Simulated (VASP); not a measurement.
# GaSbTeSe2 (P-6m2) in VASP: notebook

The runs below take GaSbTeSe2 through single point, relaxation of cell and atoms, with PBE.

Program: VASP 6.6.1. These are calculated values, not measurements. Logs are shortened: lines on timing, memory, paths and dates and some standing lists are left out, and cuts for length are marked.

### Step 1. The cell of the first run

Symmetry: P-6m2, No. 187, hexagonal system. Conventional cell: a = 4.298 Å, b = 4.298 Å, c = 8.847 Å, α = 90.00°, β = 90.00°, γ = 120.00°. Ga (site symmetry -6m2) has 2 Se at 1.77 Å within 2.4 Å. Within 3.3 Å of Sb (site symmetry -6m2) lie 3 Te at 2.48 Å and 2 Se at 2.65 Å. Te (site symmetry -6m2) has 3 Sb at 2.48 Å within 3.3 Å. Se (site symmetry 3m) has 1 Ga at 1.77 Å within 2.4 Å.

### Step 2. Single point, PBE

The input, INCAR:

```
PREC     = Accurate       # precision mode
ENCUT    = 520            # plane-wave cutoff, eV
EDIFF    = 1E-7           # SCF threshold, eV
ISMEAR   = 0              # smearing method
SIGMA    = 0.1            # smearing width, eV
LREAL    = F              # projectors in reciprocal space
LASPH    = T              # aspherical terms in the spheres
NELM     = 100            # most SCF steps
ALGO     = Normal         # electronic algorithm
ISIF     = 2              # what is computed and relaxed
LWAVE    = F              # write WAVECAR
LCHARG   = F              # write CHGCAR
GGA      = PE             # functional
NBANDS   = 26             # bands
```

The input, KPOINTS:

```
Automatic mesh
0
Gamma
  6 6 2
```

The input, POSCAR:

```
GaSbTeSe2
1.0
    4.2975268900      0.0000000000      0.0000000000
   -2.1487634500      3.7217674600      0.0000000000
    0.0000000000      0.0000000000      8.8473135700
Ga Sb Te Se
1 1 1 2
Direct
    0.6666666700      0.3333333300      0.5000000000
    0.6666666700      0.3333333300      0.0000000000
    0.3333333300      0.6666666700      0.0000000000
    0.6666666700      0.3333333300      0.7000811600
    0.6666666700      0.3333333300      0.2999188400
```

Potentials or basis: VASP PAW PBE potentials, release 64 (Ga_d, Sb, Te, Se).

Command:

```sh
cat potpaw_PBE.64/Ga_d/POTCAR potpaw_PBE.64/Sb/POTCAR potpaw_PBE.64/Te/POTCAR potpaw_PBE.64/Se/POTCAR > POTCAR
mpirun -np 1 vasp_std > vasp.out
```

OUTCAR:

```text
PREC = Accurate
   ENCUT = 520
   EDIFF = 1E-7
   ISMEAR = 0
   LREAL = F
   LASPH = T
   NELM = 100
   ISIF = 2
   GGA = PE

 ion  position               nearest neighbor table
   1  0.667  0.333  0.500-   4 1.77   5 1.77
   2  0.667  0.333  0.000-   3 2.48   3 2.48   3 2.48   5 2.65   4 2.65
   3  0.333  0.667  0.000-   2 2.48   2 2.48   2 2.48
   4  0.667  0.333  0.700-   1 1.77   2 2.65
   5  0.667  0.333  0.300-   1 1.77   2 2.65

  LATTYP: Found a hexagonal cell.
 ALAT       =     4.2975268900
 C/A-ratio  =     2.0586988276

  Lattice vectors:

 A1 = (   4.2975268900,   0.0000000000,   0.0000000000)
 A2 = (  -2.1487634500,   3.7217674600,   0.0000000000)
 A3 = (   0.0000000000,   0.0000000000,   8.8473135700)

Analysis of symmetry for initial positions (statically):
=====================================================================
 Subroutine PRICEL returns:
 Original cell was already a primitive cell.

 Routine SETGRP: Setting up the symmetry group for a
 hexagonal supercell.

 Subroutine GETGRP returns: Found 12 space group operations
 (whereof 12 operations were pure point group operations)
 out of a pool of 24 trial point group operations.

The static configuration has the point symmetry D_3h.

Analysis of symmetry for dynamics (positions and initial velocities):
=====================================================================
 Subroutine PRICEL returns:
 Original cell was already a primitive cell.

 Routine SETGRP: Setting up the symmetry group for a
 hexagonal supercell.

 Subroutine GETGRP returns: Found 12 space group operations
 (whereof 12 operations were pure point group operations)
 out of a pool of 24 trial point group operations.

The dynamic configuration has the point symmetry D_3h.

 Subroutine INISYM returns: Found 12 space group operations
 (whereof 12 operations are pure point group operations),
 and found     1 'primitive' translations

----------------------------------------------------------------------------------------

                                     Primitive cell

  volume of cell :     141.5074

  direct lattice vectors                    reciprocal lattice vectors
     4.297526890  0.000000000  0.000000000     0.232691970  0.134344772  0.000000000
    -2.148763450  3.721767460  0.000000000     0.000000000  0.268689544  0.000000000
     0.000000000  0.000000000  8.847313570     0.000000000  0.000000000  0.113028660

  length of vectors
     4.297526890  4.297526892  8.847313570     0.268689544  0.268689544  0.113028660

  position of ions in fractional coordinates (direct lattice)
     0.666666670  0.333333330  0.500000000
     0.666666670  0.333333330  0.000000000
     0.333333330  0.666666670  0.000000000
     0.666666670  0.333333330  0.700081160
     0.666666670  0.333333330  0.299918840

  ion indices of the primitive-cell ions
   primitive index   ion index
                 1           1
                 2           2
                 3           3
                 4           4
                 5           5

----------------------------------------------------------------------------------------

 KPOINTS: Automatic mesh

Automatic generation of k-mesh.
 Grid dimensions read from file:
 generate k-points for:    6    6    2

 Generating k-lattice:

  Cartesian coordinates                     Fractional coordinates (reciprocal lattice)
     0.038781995  0.022390795  0.000000000     0.166666667  0.000000000  0.000000000
     0.000000000  0.044781591  0.000000000     0.000000000  0.166666667  0.000000000
     0.000000000  0.000000000  0.056514330     0.000000000  0.000000000  0.500000000

  Length of vectors
     0.044781591  0.044781591  0.056514330

  Shift w.r.t. Gamma in fractional coordinates (k-lattice)
     0.000000000  0.000000000  0.000000000

 Subroutine IBZKPT returns following result:
 ===========================================

 Found     14 irreducible k-points:

 Following reciprocal coordinates:
            Coordinates               Weight
  0.000000  0.000000  0.000000      1.000000
[... 46 lines left out ...]
 fundamental gap:      0.8631102345
 Fermi energy:         4.8736910548

 k-point     1 :       0.0000    0.0000    0.0000
  band No.  band energies     occupation
      1     -13.9258      2.00000
      2     -12.0321      2.00000
      3     -12.0321      2.00000
      4     -11.4174      2.00000
      5     -11.4174      2.00000
      6     -11.0991      2.00000
[... 18 lines left out ...]
     25      10.0044      0.00000
     26      10.9435      0.00000

 k-point     2 :       0.1667    0.0000    0.0000
  band No.  band energies     occupation
      1     -13.9208      2.00000
      2     -12.0335      2.00000
      3     -12.0324      2.00000
      4     -11.4175      2.00000
      5     -11.4156      2.00000
      6     -10.8405      2.00000
[... 18 lines left out ...]
     25      10.1529      0.00000
     26      10.3156      0.00000

 k-point     3 :       0.3333   -0.0000    0.0000
  band No.  band energies     occupation
      1     -13.9113      2.00000
      2     -12.0364      2.00000
      3     -12.0331      2.00000
      4     -11.4177      2.00000
      5     -11.4120      2.00000
      6     -10.1240      2.00000
[... 18 lines left out ...]
     25       9.6094      0.00000
     26      10.7036      0.00000

 k-point     4 :       0.5000    0.0000    0.0000
  band No.  band energies     occupation
      1     -13.9067      2.00000
      2     -12.0377      2.00000
      3     -12.0335      2.00000
      4     -11.4178      2.00000
      5     -11.4102      2.00000
      6      -9.4848      2.00000
[... 18 lines left out ...]
     25      10.3095      0.00000
     26      10.5605      0.00000
[... 206 lines left out ...]
      1     -13.9093      2.00000
      2     -12.0355      2.00000
      3     -12.0333      2.00000
      4     -11.4171      2.00000
      5     -11.4134      2.00000
      6     -10.4713      2.00000
[... 18 lines left out ...]
     25      10.8633      0.00000
     26      11.0970      0.00000

 k-point    13 :       0.3333    0.1667    0.5000
  band No.  band energies     occupation
      1     -13.9038      2.00000
      2     -12.0371      2.00000
      3     -12.0342      2.00000
      4     -11.4165      2.00000
      5     -11.4115      2.00000
      6      -9.7576      2.00000
[... 18 lines left out ...]
     25      11.2927      0.00000
     26      11.5505      0.00000

 k-point    14 :       0.3333    0.3333    0.5000
  band No.  band energies     occupation
      1     -13.9020      2.00000
      2     -12.0361      2.00000
      3     -12.0361      2.00000
      4     -11.4136      2.00000
      5     -11.4135      2.00000
      6      -9.4086      2.00000
[... 18 lines left out ...]
     25      11.9384      0.00000
     26      12.3593      0.00000

------------------------ aborting loop because EDIFF is reached ----------------------------------------

  FORCE on cell =-STRESS in cart. coord.  units (eV):
  Direction    XX          YY          ZZ          XY          YZ          ZX
  --------------------------------------------------------------------------------------
  -------------------------------------------------------------------------------------
  Total       23.0800127     23.0800127     76.2726571     -0.0000000      0.0000000     -0.0000000
  in kB      261.3168228    261.3168228    863.5752783     -0.0000004      0.0000000     -0.0000000
  external PRESSURE =     462.0696413 kB  Pullay stress =       0.0000000 kB

 VOLUME and BASIS-vectors are now :
 -----------------------------------------------------------------------------
  energy-cutoff  :      520.00
  volume of cell :      141.51
      direct lattice vectors                 reciprocal lattice vectors
     4.297526890  0.000000000  0.000000000     0.232691970  0.134344772  0.000000000
    -2.148763450  3.721767460  0.000000000     0.000000000  0.268689544  0.000000000
     0.000000000  0.000000000  8.847313570     0.000000000  0.000000000  0.113028660

 POSITION                                       TOTAL-FORCE (eV/Angst)
 -----------------------------------------------------------------------------------
      2.14876      1.24059      4.42366        -0.000000     -0.000000      0.000000
      2.14876      1.24059      0.00000         0.000000     -0.000000      0.000000
     -0.00000      2.48118      0.00000        -0.000000      0.000000      0.000000
      2.14876      1.24059      6.19384         0.000000      0.000000     17.018860
      2.14876      1.24059      2.65348         0.000000     -0.000000    -17.018860
 -----------------------------------------------------------------------------------
    total drift:                               -0.000035      0.000020      0.000000

  FREE ENERGIE OF THE ION-ELECTRON SYSTEM (eV)
  ---------------------------------------------------
  free  energy   TOTEN  =        -6.3074467345 eV

  energy  without entropy=       -6.2974305091  energy(sigma->0) =       -6.30243862
```

Run time: 30 s. Hardware: 1 thread of Intel Xeon 6975P-C (Granite Rapids), shared host; peak memory 0.28 GiB.

Results:

```yaml
Free_energy: -6.3074 eV
Pressure: 46.2 GPa
Largest_force: 17.019 eV/Å
Band_gap_on_the_k_mesh: zero (band 18 reaches 5.87 eV, above the bottom of band 19 at 4.88 eV)
```

Forces in eV/Å, atoms in the order of the input:
```
Ga    0.000   0.000   0.000
Sb    0.000   0.000   0.000
Te    0.000   0.000   0.000
Se    0.000   0.000  17.019
Se    0.000   0.000 -17.019
```

Caveat: spin-orbit coupling is left out, which moves the levels of the heavy elements; forces of over 1 eV/Å act on the atoms, so gaps and moduli don't describe the material at rest.

### Step 3. Single point, PBE

This run uses another cell than the first one, of 47.68 Å³/atom, 1.685 times its volume.

The input, INCAR:

```
PREC = Accurate
ENCUT = 520
EDIFF = 1E-7
ISMEAR = 0
SIGMA = 0.1
LREAL = F
LASPH = T
NELM = 80
ALGO = Normal
ISIF = 2
LWAVE = F
LCHARG = F
GGA = PE
NBANDS = 26
```

The input, KPOINTS:

```
regular mesh
0
Gamma
  6 6 2
```

The input, POSCAR:

```
GaSbTeSe2
1.0
    5.1908477756      0.0000000035      0.0000000000
   -2.5954238908      4.4954060391      0.0000000000
    0.0000000000      0.0000000000     10.2172489997
Ga Sb Te Se
1 1 1 2
Direct
    0.6666666667      0.3333333333      0.5000000000
    0.6666666667      0.3333333333      0.0000000000
    0.3333333333      0.6666666667      0.0000000000
    0.6666666667      0.3333333333      0.7220003831
    0.6666666667      0.3333333333      0.2779996169
```

Potentials or basis: VASP PAW PBE potentials, release 64 (Ga_d, Sb, Te, Se).

Command:

```sh
cat potpaw_PBE.64/Ga_d/POTCAR potpaw_PBE.64/Sb/POTCAR potpaw_PBE.64/Te/POTCAR potpaw_PBE.64/Se/POTCAR > POTCAR
mpirun -np 1 vasp_std > vasp.out
```

Wall time 55 s (1 thread of Intel Xeon 6975P-C (Granite Rapids), shared host); peak memory 0.41 GiB.

The run converged. Its results:

```
Free energy            : -16.0330 eV
Pressure               : -0.1 GPa
Largest force          : 0.050 eV/Å
Band gap on the k mesh : zero (band 18 reaches 0.11 eV, above the bottom of band 19 at -0.14 eV)
```

Forces on the atoms (eV/Å):
```
Ga   0.000  0.000  0.000
Sb   0.000  0.000  0.000
Te   0.000  0.000  0.000
Se   0.000  0.000  0.050
Se   0.000  0.000 -0.050
```

Stress tensor (GPa, compression positive):
```
-0.20  0.00  0.00
 0.00 -0.20  0.00
 0.00  0.00  0.03
```

Levels at points of the mesh, in eV from the Fermi level:
```csv
k point,band 14,band 15,band 16,band 17,band 18,band 19,band 20,band 21,band 22,band 23
"(0.00, 0.00, 0.00)",-0.79,-0.66,-0.66,-0.28,-0.28,1.06,1.06,2.50,2.76,4.36
"(0.50, 0.00, 0.00)",-1.58,-1.02,-0.70,-0.41,-0.04,2.07,2.27,2.98,3.24,3.34
"(0.00, 0.00, 0.50)",-1.69,-0.73,-0.73,-0.25,-0.25,0.61,1.19,1.19,4.05,4.05
"(0.50, 0.00, 0.50)",-1.62,-0.87,-0.74,-0.45,-0.19,-0.13,2.37,3.07,3.42,3.73
```

Caveat: spin-orbit coupling is left out, which moves the levels of the heavy elements.

### Step 4. Relaxation of cell and atoms, PBE

The input, INCAR:

```
  PREC = Accurate
  ENCUT = 600
  EDIFF = 1E-6
  ISMEAR = 0
  SIGMA = 0.1
  LREAL = F
  LASPH = T
  NELM = 100
  ALGO = Normal
  ISIF = 3
  LWAVE = F
  LCHARG = F
  GGA = PE
  IBRION = 2
  NSW = 90
  EDIFFG = -0.04
```

The input, KPOINTS:

```
Automatic mesh
0
Gamma
  6 6 2
```

The input, POSCAR:

```
GaSbTeSe2
1.0
    4.2975268900      0.0000000000      0.0000000000
   -2.1487634500      3.7217674600      0.0000000000
    0.0000000000      0.0000000000      8.8473135700
Ga Sb Te Se
1 1 1 2
Direct
    0.6666666700      0.3333333300      0.5000000000
    0.6666666700      0.3333333300      0.0000000000
    0.3333333300      0.6666666700      0.0000000000
    0.6666666700      0.3333333300      0.7000811600
    0.6666666700      0.3333333300      0.2999188400
```

Command:

```sh
cat potpaw_PBE.64/Ga_d/POTCAR potpaw_PBE.64/Sb/POTCAR potpaw_PBE.64/Te/POTCAR potpaw_PBE.64/Se/POTCAR > POTCAR
mpirun -np 1 vasp_std > vasp.out
```

Run time: 9.3 min. Hardware: 1 thread of Intel Xeon 6975P-C (Granite Rapids), shared host; peak memory 0.35 GiB.

It converged, with:

```yaml
Free_energy: -16.0268 eV
Relaxed_volume: 47.04 Å³/atom
Relaxed_cell: a = 5.157 Å, b = 5.157 Å, c = 10.210 Å, α = 90.00°, β = 90.00°, γ = 120.00°
Space_group_after_relaxing_to_0.05_Å: P-6m2 (No. 187)
Energy_gained_by_relaxing: 1943.8 meV/atom
Ionic_steps: 25
Pressure_after_relaxing: 0.0 GPa
Largest_force_after_relaxing: 0.031 eV/Å
Band_gap_on_the_k_mesh: zero (band 18 reaches 0.20 eV, above the bottom of band 19 at -0.07 eV)
```

Forces on the atoms (eV/Å):
```
Ga   0.000  0.000  0.000
Sb   0.000  0.000  0.000
Te   0.000  0.000  0.000
Se   0.000  0.000 -0.031
Se   0.000  0.000  0.031
```

Step by step:
| step | energy change (eV) | largest force (eV/Å) | pressure (GPa) | volume (Å³) |
| --- | --- | --- | --- | --- |
| 1 | 0.0000 | 17.0176 | 46.20 | 141.51 |
| 2 | -4.9361 | 0.8860 | -2.51 | 367.16 |
| 3 | -5.3605 | 0.7339 | -2.25 | 342.06 |
| 4 | -5.7088 | 0.5766 | -1.98 | 321.66 |
| 5 | -7.4316 | 0.4050 | 1.31 | 221.12 |
| 6 | -7.6089 | 1.6298 | 9.02 | 178.84 |
| 7 | -7.7112 | 1.0898 | 4.45 | 197.60 |
| 8 | -7.7271 | 1.2902 | 5.40 | 192.52 |
| 9 | -9.2459 | 1.1391 | 0.10 | 233.08 |
| 10 | -9.3293 | 1.1015 | -0.44 | 243.13 |
| 11 | -9.3164 | 1.0154 | -1.07 | 263.71 |
| 12 | -9.3487 | 1.0662 | -0.79 | 252.04 |
| 13 | -9.4705 | 1.0788 | 0.10 | 244.50 |
| 14 | -9.4931 | 1.0658 | 0.89 | 239.03 |
| 15 | -9.5505 | 0.8725 | 0.82 | 237.90 |
| 16 | -9.6505 | 0.2332 | 0.85 | 234.52 |
| 17 | -9.6558 | 0.0638 | 0.97 | 233.32 |
| 18 | -9.7086 | 0.0567 | 0.20 | 236.62 |
| 19 | -9.7146 | 0.1212 | -0.17 | 238.33 |
| 20 | -9.7146 | 0.1174 | -0.15 | 238.22 |
| 21 | -9.7157 | 0.1066 | -0.12 | 237.70 |
| 22 | -9.7180 | 0.0738 | -0.03 | 236.15 |
| 23 | -9.7174 | 0.0018 | 0.18 | 233.07 |
| 24 | -9.7186 | 0.0449 | 0.05 | 234.91 |
| 25 | -9.7189 | 0.0313 | 0.01 | 235.20 |

Final structure:
```
Ga Sb Te Se
1.0
     5.15743    0.00000    0.00000
    -2.57871    4.46646    0.00000
     0.00000    0.00000   10.21031
Ga Sb Te Se
1 1 1 2
Cartesian
  2.5787 1.4888 5.1052
  2.5787 1.4888 0.0000
  0.0000 2.9776 0.0000
  2.5787 1.4888 7.3810
  2.5787 1.4888 2.8293
```

Levels at points of the mesh, in eV from the Fermi level:
| k point | band 15 | band 16 | band 17 | band 18 | band 19 | band 20 | band 21 | band 22 |
| --- | --- | --- | --- | --- | --- | --- | --- | --- |
| (0.00, 0.00, 0.00) | -0.65 | -0.65 | -0.28 | -0.28 | 1.06 | 1.06 | 2.46 | 2.81 |
| (0.50, 0.00, 0.00) | -1.02 | -0.69 | -0.42 | -0.05 | 2.11 | 2.30 | 2.95 | 3.30 |
| (0.00, 0.00, 0.50) | -0.72 | -0.72 | -0.25 | -0.25 | 0.61 | 1.20 | 1.20 | 4.05 |
| (0.50, 0.00, 0.50) | -0.87 | -0.76 | -0.46 | -0.19 | -0.15 | 2.46 | 3.03 | 3.49 |

Caveat: the volume moved by over 15 % at a fixed basis, so the end points are rough; spin-orbit coupling is left out, which moves the levels of the heavy elements.

### Step 5. Single point, PBE

This run uses another cell than the first one, of 47.09 Å³/atom, 1.664 times its volume.

The input, INCAR:

```
SYSTEM = GaSbTeSe2
PREC = Accurate
ENCUT = 520
EDIFF = 1E-7
ISMEAR = 0
SIGMA = 0.1
LREAL = .False.
LASPH = .True.
NELM = 80
ALGO = Normal
ISIF = 2
LWAVE = .False.
LCHARG = .False.
GGA = PE
NBANDS = 26
```

The input, KPOINTS:

```
Automatic mesh
0
Gamma
  12 12 4
  0 0 0
```

The input, POSCAR:

```
GaSbTeSe2
1.0
    5.1800448753      0.0000000000      0.0000000000
   -2.5900224377      4.4860504548      0.0000000000
    0.0000000000      0.0000000000     10.1332019129
Ga Sb Te Se
1 1 1 2
Direct
    0.6666666667      0.3333333333      0.5000000000
    0.6666666667      0.3333333333      0.0000000000
    0.3333333333      0.6666666667      0.0000000000
    0.6666666667      0.3333333333      0.7209314080
    0.6666666667      0.3333333333      0.2790685920
```

Command:

```sh
cat potpaw_PBE.64/Ga_d/POTCAR potpaw_PBE.64/Sb/POTCAR potpaw_PBE.64/Te/POTCAR potpaw_PBE.64/Se/POTCAR > POTCAR
mpirun -np 1 vasp_std > vasp.out
```

Wall time 3.4 min (1 thread of Intel Xeon 6975P-C (Granite Rapids), shared host); peak memory 0.62 GiB.

Results (log left out):

```
Free energy            : -16.0159 eV
Pressure               : 0.0 GPa
Largest force          : 0.028 eV/Å
Band gap on the k mesh : zero (band 18 reaches 0.22 eV, above the bottom of band 19 at -0.11 eV)
```

Forces on the atoms (eV/Å):
```
Ga   0.000  0.000  0.000
Sb   0.000  0.000  0.000
Te   0.000  0.000  0.000
Se   0.000  0.000  0.028
Se   0.000  0.000 -0.028
```

Levels at points of the mesh, in eV from the Fermi level:
```csv
k point,band 16,band 17,band 18,band 19,band 20,band 21
"(0.00, 0.00, 0.00)",-0.75,-0.36,-0.36,1.01,1.01,2.54
"(0.50, 0.00, 0.00)",-0.81,-0.49,-0.04,2.05,2.21,3.03
"(0.00, 0.00, 0.50)",-0.85,-0.31,-0.31,0.62,1.15,1.15
"(0.50, 0.00, 0.50)",-0.77,-0.50,-0.26,-0.15,2.37,3.04
```

Caveat: spin-orbit coupling is left out, which moves the levels of the heavy elements.

### Step 6. The runs side by side

```tsv
task	cell	k mesh	cutoff (eV)	gap on the mesh (eV)	pressure (GPa)	largest force (eV/Å)
single point	a = 4.298, b = 4.298, c = 8.847 Å, angles 90.0, 90.0, 120.0°, 5 atoms	6 × 6 × 2	520	none	46.2	17.02
single point	a = 5.191, b = 5.191, c = 10.217 Å, angles 90.0, 90.0, 120.0°, 5 atoms	6 × 6 × 2	520	none	-0.1	0.05
relaxation of cell and atoms	relaxed from a = 4.298, b = 4.298, c = 8.847 Å, angles 90.0, 90.0, 120.0°, 5 atoms	6 × 6 × 2	600	none	0.0	0.03
single point	a = 5.180, b = 5.180, c = 10.133 Å, angles 90.0, 90.0, 120.0°, 5 atoms	12 × 12 × 4	520	none	0.0	0.03
```

Alike in all rows: level PBE; potentials or basis VASP PAW PBE potentials, release 64 (Ga_d, Sb, Te, Se); no spin polarisation; smearing gaussian 0.1 eV.

Caveats: spin-orbit coupling is left out, which moves the levels of the heavy elements; forces of over 1 eV/Å act on the atoms, so gaps and moduli don't describe the material at rest (some runs); the volume moved by over 15 % at a fixed basis, so the end points are rough (some runs).

Absolute energies hang on the potentials; compare differences alone.
